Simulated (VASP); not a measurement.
# GaAs (Pm-3m) in VASP: further runs, part 2 of 2

VASP 6.6.1.

## Step 4: Single point, PBE

This run uses another cell than the first one, of 19.02 Å³/atom, 1.031 times its volume.

The input, INCAR:

```
PREC = Accurate
ENCUT = 500
EDIFF = 1E-6
ISMEAR = -1
SIGMA = 0.02
LREAL = False
LASPH = True
NELM = 120
ALGO = Normal
ISIF = 2
LWAVE = False
LCHARG = False
GGA = PE
NBANDS = 16
GGA_COMPAT = False
```

The input, KPOINTS:

```
regular mesh
0
Gamma
  8 8 8
```

The input, POSCAR:

```
GaAs
1.0
    3.3629843971      0.0000000000      0.0000000000
    0.0000000000      3.3629843971      0.0000000000
    0.0000000000      0.0000000000      3.3629843971
Ga As
1 1
Direct
    0.0000000000      0.0000000000      0.0000000000
    0.5000000000      0.5000000000      0.5000000000
```

Potentials or basis: VASP PAW PBE potentials, release 64 (Ga_d, As).

Command:

```bash
$ cat potpaw_PBE.64/Ga_d/POTCAR potpaw_PBE.64/As/POTCAR > POTCAR
$ mpirun -np 1 vasp_std > vasp.out
```

OUTCAR:

```text
PREC = Accurate
   ENCUT = 500
   EDIFF = 1E-6
   ISMEAR = -1
   LREAL = False
   LASPH = True
   NELM = 120
   ISIF = 2
   GGA = PE

 ion  position               nearest neighbor table
   1  0.000  0.000  0.000-   2 2.91   2 2.91   2 2.91   2 2.91   2 2.91   2 2.91   2 2.91   2 2.91

   2  0.500  0.500  0.500-   1 2.91   1 2.91   1 2.91   1 2.91   1 2.91   1 2.91   1 2.91   1 2.91

  LATTYP: Found a simple cubic cell.
 ALAT       =     3.3629843971

  Lattice vectors:

 A1 = (   3.3629843971,   0.0000000000,   0.0000000000)
 A2 = (   0.0000000000,   3.3629843971,   0.0000000000)
 A3 = (   0.0000000000,   0.0000000000,   3.3629843971)

Analysis of symmetry for initial positions (statically):
=====================================================================
 Subroutine PRICEL returns:
 Original cell was already a primitive cell.

 Routine SETGRP: Setting up the symmetry group for a
 simple cubic supercell.

 Subroutine GETGRP returns: Found 48 space group operations
[... 9 lines left out ...]

 Routine SETGRP: Setting up the symmetry group for a
 simple cubic supercell.

 Subroutine GETGRP returns: Found 48 space group operations
[... 11 lines left out ...]
                                     Primitive cell

  volume of cell :      38.0342

  direct lattice vectors                    reciprocal lattice vectors
     3.362984397  0.000000000  0.000000000     0.297354933  0.000000000  0.000000000
     0.000000000  3.362984397  0.000000000     0.000000000  0.297354933  0.000000000
     0.000000000  0.000000000  3.362984397     0.000000000  0.000000000  0.297354933

  length of vectors
     3.362984397  3.362984397  3.362984397     0.297354933  0.297354933  0.297354933

  position of ions in fractional coordinates (direct lattice)
     0.000000000  0.000000000  0.000000000
     0.500000000  0.500000000  0.500000000

  ion indices of the primitive-cell ions
   primitive index   ion index
                 1           1
                 2           2

----------------------------------------------------------------------------------------
[... 88 lines left out ...]
   IMIX   =      4    mixing-type and parameters
     AMIX     =   0.40;   BMIX     =  1.00
     AMIX_MAG =   1.60;   BMIX_MAG =  1.00
  volume/ion in A,a.u.               =      19.02       128.33
  Fermi-wavevector in a.u.,A,eV,Ry     =   1.275775  2.410866 22.144874  1.627602
  Thomas-Fermi vector in A             =   2.408468
   LORBIT       =      0    0 simple, 1 ext, 2 COOP (PROOUT), +10 PAW based schemes
   GGA     = PE    functional components
   LHFCALC =     F    Hartree Fock is set to
   AEXX    =    0.0000 exact exchange contribution
   IVDW    =     0    specifies the selected vdW correction
   LEPSILON=     F    determine dielectric tensor
   LRPA    =     F    only Hartree local field effects (RPA)
 non-spin polarized calculation
  energy-cutoff  :      500.00
  volume of cell :       38.03
 maximum number of plane-waves:       992
 NGX is ok and might be reduce to    28
   NGX = 13   NGY = 13   NGZ = 13

 number of electron      18.0000018 magnetization

 Free energy of the ion-electron system (eV)
  ---------------------------------------------------
  ext. energy  EPLUGINS =         0.00000000
  ---------------------------------------------------
  free energy    TOTEN  =        -7.18367267 eV

  energy without entropy =       -7.18175266  energy(sigma->0) =       -7.18271267

 E-fermi :   5.9253     XC(G=0): -10.8745

 val. band max:        5.9071412892   @ k =   0.3750   0.2500   0.2500
 cond. band min:       5.9270903479   @ k =   0.2500   0.0000   0.0000
 fundamental gap:      0.0199490587
 Fermi energy:         5.9253175601

 k-point     1 :       0.0000    0.0000    0.0000
  band No.  band energies     occupation
      1      -8.9914      2.00000
      2      -8.9914      2.00000
      3      -8.8963      2.00000
      4      -8.8963      2.00000
      5      -8.8963      2.00000
      6      -7.5986      2.00000
[... 433 lines left out ...]
      3      -8.9338      2.00000
      4      -8.9296      2.00000
      5      -8.8591      2.00000
      6      -4.2219      2.00000
[... 8 lines left out ...]
     15      17.2678      0.00000
     16      18.4263      0.00000

 [... further k-points ...]

------------------------ aborting loop because EDIFF is reached ----------------------------------------

  FORCE on cell =-STRESS in cart. coord.  units (eV):
  Direction    XX          YY          ZZ          XY          YZ          ZX
  --------------------------------------------------------------------------------------
  -------------------------------------------------------------------------------------
  Total        0.0300789      0.0300789      0.0300789     -0.0000000      0.0000000     -0.0000000
  in kB        1.2670616      1.2670616      1.2670616     -0.0000000      0.0000000     -0.0000000
  external PRESSURE =       1.2670616 kB  Pullay stress =       0.0000000 kB

 VOLUME and BASIS-vectors are now :
 -----------------------------------------------------------------------------
  energy-cutoff  :      500.00
  volume of cell :       38.03
      direct lattice vectors                 reciprocal lattice vectors
     3.362984397  0.000000000  0.000000000     0.297354933  0.000000000  0.000000000
     0.000000000  3.362984397  0.000000000     0.000000000  0.297354933  0.000000000
     0.000000000  0.000000000  3.362984397     0.000000000  0.000000000  0.297354933

 POSITION                                       TOTAL-FORCE (eV/Angst)
 -----------------------------------------------------------------------------------
      0.00000      0.00000      0.00000         0.000000      0.000000      0.000000
      1.68149      1.68149      1.68149         0.000000      0.000000      0.000000
 -----------------------------------------------------------------------------------
    total drift:                               -0.000000      0.000000     -0.000000

  FREE ENERGIE OF THE ION-ELECTRON SYSTEM (eV)
  ---------------------------------------------------
  free  energy   TOTEN  =        -7.1836726697 eV

  energy  without entropy=       -7.1817526614  energy(sigma->0) =       -7.18271267
```

OSZICAR:

```text
N       E                     dE             d eps       ncg     rms          rms(c)
DAV:   1     0.772617071652E+02    0.77262E+02   -0.88479E+03  1168   0.163E+03
DAV:   2    -0.176309468342E+01   -0.79025E+02   -0.75512E+02  1264   0.304E+02
DAV:   3    -0.716589125366E+01   -0.54028E+01   -0.53792E+01  1416   0.599E+01
DAV:   4    -0.723108942816E+01   -0.65198E-01   -0.65192E-01  1392   0.717E+00
DAV:   5    -0.723187956859E+01   -0.79014E-03   -0.79012E-03  1400   0.748E-01    0.193E+00
DAV:   6    -0.719156896070E+01    0.40311E-01   -0.58259E-02  1464   0.451E+00    0.111E+00
DAV:   7    -0.718448170280E+01    0.70873E-02   -0.12168E-02  1704   0.105E+00    0.336E-01
DAV:   8    -0.718366702499E+01    0.81468E-03   -0.19628E-03  1400   0.576E-01    0.387E-02
DAV:   9    -0.718367215172E+01   -0.51267E-05   -0.16778E-04  1472   0.185E-01    0.268E-02
DAV:  10    -0.718367242819E+01   -0.27647E-06   -0.12076E-05  1568   0.523E-02    0.703E-03
DAV:  11    -0.718367266969E+01   -0.24150E-06   -0.15756E-06  1096   0.123E-02
   1 F= -.71836727E+01 E0= -.71827127E+01  d E =-.192001E-02
```

stdout:

```text
POSCAR found type information on POSCAR GaAs
 POSCAR found :  2 types and       2 ions
 scaLAPACK will be used
 LDA part: xc-table for (Slater+PW92), standard interpolation
 POSCAR, INCAR and KPOINTS ok, starting setup
 FFT: planning ... GRIDC
 FFT: planning ... GRID_SOFT
 FFT: planning ... GRID
 WAVECAR not read
 entering main loop
```

Wall time 8.1 s (1 thread of Intel Xeon 6975P-C (Granite Rapids), shared host); peak memory 0.16 GiB.

What came out:

```
Free energy            : -7.1837 eV
Pressure               : 0.1 GPa
Band gap on the k mesh : zero (band 9 reaches 7.28 eV, above the bottom of band 10 at 3.55 eV)
```

## Step 5: Single point, r2SCAN

The input, POSCAR:

```
GaAs
1.0
    3.3286687127      0.0000000000      0.0000000000
    0.0000000000      3.3286687127      0.0000000000
    0.0000000000      0.0000000000      3.3286687127
Ga As
1 1
Direct
    0.0000000000      0.0000000000      0.0000000000
    0.5000000000      0.5000000000      0.5000000000
```

The input, INCAR.step1:

```
SYSTEM = GaAs
  ALGO = Normal
  EDIFF = 1E-5
  ENCUT = 550
  GGA = PE
  GGA_COMPAT = .False.
  ISMEAR = -1
  LASPH = .True.
  LCHARG = .False.
  LREAL = .False.
  LWAVE = .True.
  NBANDS = 16
  NELM = 120
  PREC = Accurate
  SIGMA = 0.02
```

The input, INCAR.step2:

```
SYSTEM = GaAs
  ALGO = Normal
  EDIFF = 1E-6
  ENCUT = 550
  GGA_COMPAT = .False.
  ISIF = 2
  ISMEAR = -1
  ISTART = 1
  LASPH = .True.
  LCHARG = .False.
  LMIXTAU = .True.
  LREAL = .False.
  LWAVE = .False.
  METAGGA = R2SCAN
  NBANDS = 16
  NELM = 120
  PREC = Accurate
  SIGMA = 0.02
```

The input, KPOINTS:

```
k-points
0
Gamma
  8 8 8
  0 0 0
```

Command:

```bash
$ cat potpaw_PBE.64/Ga_d/POTCAR potpaw_PBE.64/As/POTCAR > POTCAR
$ cp INCAR.step1 INCAR
$ mpirun -np 1 vasp_std > vasp.out
$ cp INCAR.step2 INCAR
$ mpirun -np 1 vasp_std > vasp.out
```

Run time: 36 s. Hardware: 1 thread of Intel Xeon 6975P-C (Granite Rapids), shared host; peak memory 0.17 GiB.

It converged, with:

```yaml
Free_energy: -25.4897 eV
Pressure: 0.0 GPa
Band_gap_on_the_k_mesh: zero (band 9 reaches 7.53 eV, above the bottom of band 10 at 3.79 eV)
```

Levels at points of the mesh, in eV from the Fermi level:
| k point | band 6 | band 7 | band 8 | band 9 | band 10 | band 11 | band 12 | band 13 |
| --- | --- | --- | --- | --- | --- | --- | --- | --- |
| (0.00, 0.00, 0.00) | -14.49 | -2.04 | -0.96 | -0.96 | -0.96 | 5.04 | 5.04 | 10.35 |
| (0.50, 0.00, 0.00) | -12.35 | -8.98 | 1.21 | 1.21 | 3.02 | 3.53 | 4.81 | 4.81 |
| (0.50, 0.50, 0.00) | -10.43 | -5.78 | -5.78 | -5.07 | 2.20 | 7.30 | 7.53 | 7.53 |
| (0.50, 0.50, 0.50) | -9.32 | -3.02 | -3.02 | -3.02 | -2.37 | -0.65 | -0.65 | -0.65 |

Caveat: the PAW data sets were made with another functional, which shifts forces and pressure a little.

## Step 6: Relaxation of cell and atoms, PBE

This run uses another cell than the first one, of 14.91 Å³/atom, 0.809 times its volume.

The input, INCAR:

```
SYSTEM = GaAs
PREC = Accurate ; ENCUT = 500
EDIFF = 1E-7 ; ISMEAR = -1
SIGMA = 0.02 ; LREAL = .False.
LASPH = .True. ; NELM = 120
ALGO = Normal ; ISIF = 3
LWAVE = .False. ; LCHARG = .False.
GGA = PE ; IBRION = 2
NSW = 80 ; EDIFFG = -0.005
GGA_COMPAT = .False. ; NELMIN = 4
```

The input, KPOINTS:

```
Automatic mesh
0
Gamma
  8 8 8
  0 0 0
```

The input, POSCAR:

```
GaAs
1.0
    3.1011457496      0.0000000000      0.0000000000
    0.0000000000      3.1011457496      0.0000000000
    0.0000000000      0.0000000000      3.1011457496
Ga As
1 1
Direct
    0.0000000000      0.0000000000      0.0000000000
    0.5000000000      0.5000000000      0.5000000000
```

Potentials or basis: VASP PAW PBE potentials, release 64 (Ga_d, As).

Command:

```bash
$ cat potpaw_PBE.64/Ga_d/POTCAR potpaw_PBE.64/As/POTCAR > POTCAR
$ mpirun -np 1 vasp_std > vasp.out
```

Run time: 17 s. Hardware: 1 thread of Intel Xeon 6975P-C (Granite Rapids), shared host; peak memory 0.14 GiB.

The run converged. Its results:

* Free energy: -7.1790 eV
* Relaxed volume: 19.02 Å³/atom
* Relaxed cell: a = 3.363 Å, b = 3.363 Å, c = 3.363 Å, α = 90.00°, β = 90.00°, γ = 90.00°
* Space group after relaxing (to 0.05 Å): Pm-3m (No. 221)
* Energy gained by relaxing: 281.4 meV/atom
* Ionic steps: 5
* Pressure after relaxing: 0.0 GPa

The path:
| step | energy change (eV) | largest force (eV/Å) | pressure (GPa) | volume (Å³) |
| --- | --- | --- | --- | --- |
| 1 | 0.0000 | 0.0000 | 27.50 | 29.82 |
| 2 | -0.4917 | 0.0000 | -5.03 | 42.29 |
| 3 | -0.5628 | 0.0000 | 0.07 | 37.97 |
| 4 | -0.5627 | 0.0000 | -0.19 | 38.15 |
| 5 | -0.5628 | 0.0000 | -0.01 | 38.03 |

Final structure:
```
Ga As
1.0
     3.36289    0.00000    0.00000
     0.00000    3.36289    0.00000
     0.00000    0.00000    3.36289
Ga As
1 1
Direct
  0.00000 0.00000 0.00000
  0.50000 0.50000 0.50000
```

Levels at points of the mesh, in eV from the Fermi level:
| k point | band 5 | band 6 | band 7 | band 8 | band 9 | band 10 | band 11 | band 12 | band 13 |
| --- | --- | --- | --- | --- | --- | --- | --- | --- | --- |
| (0.00, 0.00, 0.00) | -14.82 | -13.52 | -2.33 | -0.73 | -0.73 | -0.73 | 4.70 | 4.70 | 9.57 |
| (0.50, 0.00, 0.00) | -14.82 | -11.60 | -8.33 | 1.24 | 1.24 | 2.56 | 3.10 | 4.63 | 4.63 |
| (0.50, 0.50, 0.00) | -14.77 | -9.92 | -5.25 | -5.25 | -4.81 | 2.13 | 6.89 | 6.93 | 6.93 |
| (0.50, 0.50, 0.50) | -14.77 | -8.94 | -2.69 | -2.69 | -2.69 | -2.37 | -0.53 | -0.53 | -0.53 |

Caveat: the volume moved by over 15 % at a fixed basis, so the end points are rough; the bands computed are all filled at some k points, so no gap is given.

## Step 7: Summary

```tsv
task	level	cell	cutoff (eV)	gap on the mesh (eV)	pressure (GPa)
single point	PBE	a = 3.329 Å, 2 atoms	520	none	2.5
single point	r2SCAN	a = 3.329 Å, 2 atoms	520	none	0.0
single point	PBE	a = 3.363 Å, 2 atoms	500	none	0.1
single point	r2SCAN	a = 3.329 Å, 2 atoms	550	none	0.0
relaxation of cell and atoms	PBE	relaxed from a = 3.101 Å, 2 atoms	500	-	0.0
```

Alike in all rows: potentials or basis VASP PAW PBE potentials, release 64 (Ga_d, As); no spin polarisation; k mesh 8 × 8 × 8; smearing fermi-dirac 0.02 eV.

Every run on the cell as given and a fine mesh finds a metal. The pressure there spans 0.0 GPa (r2SCAN) to 2.5 GPa (PBE); a positive pressure means that this level wants a larger cell, a negative one a smaller.

Caveats: the PAW data sets were made with another functional, which shifts forces and pressure a little (some runs); the volume moved by over 15 % at a fixed basis, so the end points are rough (some runs); the bands computed are all filled at some k points, so no gap is given (some runs).

Total energies depend on the potentials used, so only differences within one code and one set of settings carry meaning.
